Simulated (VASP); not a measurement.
Write the native input for VASP 6.6.1 that does the following.

| Quantity | Value |
| --- | --- |
| Task | single point |
| Functional | LDA |
| Potentials or basis | VASP PAW LDA potentials, release 64 (La, Tl_d) |
| Cutoff | 400 eV |
| k mesh | 4 × 4 × 4 |
| Occupations | fermi-dirac, width 0.08 eV |
| Spin | no spin polarisation |
| Dipole correction | no |
| Further INCAR settings | ALGO = Normal; EDIFF = 1e-06; NBANDS = 31 |

The structure of La3Tl lies in POSCAR:

```
La3Tl
1.0
    5.0600000000      0.0000000000      0.0000000000
    0.0000000000      5.0600000000      0.0000000000
    0.0000000000      0.0000000000      5.0600000000
La Tl
3 1
Direct
   -0.0077594862      0.4904606719      0.5446798419
    0.5482749012      0.0059879447      0.4922310277
    0.4731436759      0.5318839921     -0.0267438735
   -0.0092832016     -0.0192559289     -0.0069098814
```

These files were run (other wordings do the same):

INCAR

```
SYSTEM = La3Tl
PREC     = Accurate       ! precision mode
ENCUT    = 400            ! plane-wave cutoff, eV
EDIFF    = 1E-6           ! SCF threshold, eV
ISMEAR   = -1             ! smearing method
SIGMA    = 0.08           ! smearing width, eV
LREAL    = .FALSE.        ! projectors in reciprocal space
LASPH    = .TRUE.         ! aspherical terms in the spheres
NELM     = 200            ! most SCF steps
ALGO     = Normal         ! electronic algorithm
ISIF     = 2              ! what is computed and relaxed
LWAVE    = .FALSE.        ! write WAVECAR
LCHARG   = .TRUE.         ! write CHGCAR
GGA      = CA             ! functional
LELF     = .TRUE.         ! ELF
LVHAR    = .TRUE.       
NBANDS   = 31             ! bands
GGA_COMPAT= .FALSE.      
LMAXMIX  = 6              ! l up to which the mixer works
```

KPOINTS

```
regular mesh
0
G
  4 4 4
  0 0 0
```

Potentials or basis: VASP PAW LDA potentials, release 64 (La, Tl_d).

Command:

```console
$ cat potpaw_LDA.64/La/POTCAR potpaw_LDA.64/Tl_d/POTCAR > POTCAR
$ mpirun -np 1 vasp_std > vasp.out
```

Results of the run:

The pressure is -3.1 GPa. The largest force is 0.667 eV/Å and the band gap on the k mesh is zero (bands 23 and 24 overlap by 0.87 eV).

Caveat: the cell stands under tension; spin-orbit coupling is left out, which moves the levels of the heavy elements.

It took 64 s on 1 thread of AMD EPYC 9R45 96-Core Processor (Zen 5), on a shared host, peak memory 0.21 GiB.
